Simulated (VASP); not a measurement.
Set up this calculation in VASP 6.6.1, as the native input.

```
Task                   : single point
Functional             : LDA
Potentials or basis    : VASP PAW LDA potentials, release 64 (Ir_sv_GW)
Cutoff                 : 560 eV
k mesh                 : 9 × 9 × 9
Occupations            : fermi-dirac, width 0.1 eV
Spin                   : no spin polarisation
Dipole correction      : no
Further INCAR settings : ALGO = Normal; EDIFF = 1e-06; NBANDS = 14
```

The structure of Ir lies in POSCAR:

```
Ir
1.0
    0.0000000000      1.9060927672      1.9060927672
    1.9060927672      0.0000000000      1.9060927672
    1.9060927672      1.9060927672      0.0000000000
Ir
1
Direct
    0.0000000000      0.0000000000      0.0000000000
```

One way to write it, as run:

INCAR

```
PREC = Accurate
ENCUT = 560
EDIFF = 1E-6
ISMEAR = -1
SIGMA = 0.1
LREAL = False
LASPH = True
NELM = 120
ALGO = Normal
ISIF = 2
LWAVE = False
LCHARG = False
GGA = CA
NBANDS = 14
GGA_COMPAT = False
```

KPOINTS

```
Automatic mesh
0
Gamma
  9 9 9
```

Potentials or basis: VASP PAW LDA potentials, release 64 (Ir_sv_GW).

Run with:

```bash
$ cat potpaw_LDA.64/Ir_sv_GW/POTCAR > POTCAR
$ mpirun -np 1 vasp_std > vasp.out
```

It gave:

```yaml
Pressure: -1.1 GPa
Band_gap_on_the_k_mesh: zero (an odd number of electrons rules out a gap without spin polarisation)
```

Caveat: spin-orbit coupling is left out, which moves the levels of the heavy elements.

Run time: 9.2 s on 1 thread of Intel(R) Xeon(R) Platinum 8259CL CPU @ 2.50GHz (Skylake/Cascade Lake), on a shared host, peak memory 0.13 GiB.
